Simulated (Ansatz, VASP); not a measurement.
**Ca3AsP in VASP and in Ansatz**

File INCAR:

```
  PREC = Accurate
  ENCUT = 500
  EDIFF = 1E-6
  ISMEAR = 0
  SIGMA = 0.1
  LREAL = F
  LASPH = T
  NELM = 120
  ALGO = Normal
  ISIF = 2
  LWAVE = F
  LCHARG = F
  GGA = PE
  NBANDS = 28
  GGA_COMPAT = F
```

Contents of KPOINTS:

```
regular mesh
0
Gamma
  2 2 2
```

File POSCAR:

```
Ca3AsP
1.0
    5.2213050512      0.0000000000      0.0000000000
    0.0000000000      5.2213050512      0.0000000000
    0.0000000000      0.0000000000      5.2213050512
Ca P As
3 1 1
Direct
    0.0000000000      0.5000000000      0.5000000000
    0.5000000000      0.0000000000      0.5000000000
    0.5000000000      0.5000000000      0.0000000000
    0.5000000000      0.5000000000      0.5000000000
    0.0000000000      0.0000000000      0.0000000000
```

Input for Ansatz:

```yaml
crystal:
  lattice:
    - [5.2213050512, 0.0, 0.0]
    - [0.0, 5.2213050512, 0.0]
    - [0.0, 0.0, 5.2213050512]
  atoms:
    - { symbol: Ca, position: [0.0, 0.5, 0.5] }
    - { symbol: Ca, position: [0.5, 0.0, 0.5] }
    - { symbol: Ca, position: [0.5, 0.5, 0.0] }
    - { symbol: P, position: [0.5, 0.5, 0.5] }
    - { symbol: As, position: [0.0, 0.0, 0.0] }
basis:
  ecutwfc: 420
kpoints:
  mp_grid: { grid: [2, 2, 2] }
hamiltonian:
  xc: pbe
scf:
  occupations: { method: gaussian, width: 0.1 }
  n_extra_bands: 30
  max_iter: 92
output:
  forces: true
  stress: true
  eigenvalues: true
```

Alike in both runs: task single point; functional PBE; k mesh 2 × 2 × 2; occupations gaussian, width 0.1 eV; no spin polarisation.

```csv
,VASP,Ansatz
version,VASP 6.6.1,Ansatz 0.2.0
potentials or method,"VASP PAW PBE potentials, release 64 (Ca_sv, P, As), cutoff 500 eV","scalar-relativistic, plane waves, PAW"
valence electrons in the cell,40,50
```

```csv
,VASP,Ansatz,Ansatz less VASP
gap on the k mesh at the Fermi level (eV),0.25,0.26,+0.006
least direct gap on the mesh (eV),0.25,0.26,+0.006
pressure (GPa),3.7,3.6,-0.13
```

VASP's potentials hold 40 valence electrons a cell and Ansatz's 50, so a difference there can come from the potentials and not from the codes.

The k mesh is coarse, so the values compare programs but aren't converged.
